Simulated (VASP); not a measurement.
Here is a VASP 6.6.1 calculation.

The input INCAR:

```
SYSTEM = Re3Hg
  PREC = Accurate
  ENCUT = 600
  EDIFF = 1E-6
  ISMEAR = 0
  SIGMA = 0.1
  LREAL = .False.
  LASPH = .True.
  NELM = 80
  ALGO = Normal
  ISIF = 3
  LWAVE = .False.
  LCHARG = .False.
  GGA = PE
  IBRION = 2
  NSW = 90
  EDIFFG = -0.04
```

File KPOINTS:

```
regular mesh
0
Gamma
  4 4 4
  0 0 0
```

POSCAR

```
Re3Hg
1.0
    4.0534715280      0.0000000000      0.0000000000
    0.0000000000      4.0534715280      0.0000000000
    0.0000000000      0.0000000000      4.0534715280
Re Hg
3 1
Direct
    0.0000000000      0.5000000000      0.5000000000
    0.5000000000      0.0000000000      0.5000000000
    0.5000000000      0.5000000000      0.0000000000
    0.0000000000      0.0000000000      0.0000000000
```

Potentials or basis: VASP PAW PBE potentials, release 64 (Re, Hg).

Launch:

```console
$ cat potpaw_PBE.64/Re/POTCAR potpaw_PBE.64/Hg/POTCAR > POTCAR
$ mpirun -np 1 vasp_std > vasp.out
```

(1) Predict the space group after relaxing (to 0.05 Å).

(2) Predict the relaxed cell.

(3) Predict the relaxed volume.

## Answers

(1) Pm-3m (No. 221).

(2) a = 3.991 Å, b = 3.991 Å, c = 3.991 Å, α = 90.00°, β = 90.00°, γ = 90.00°.

(3) 15.89 Å³/atom.

Caveat: the k points lie up to 0.39 Å⁻¹ apart in the final cell.
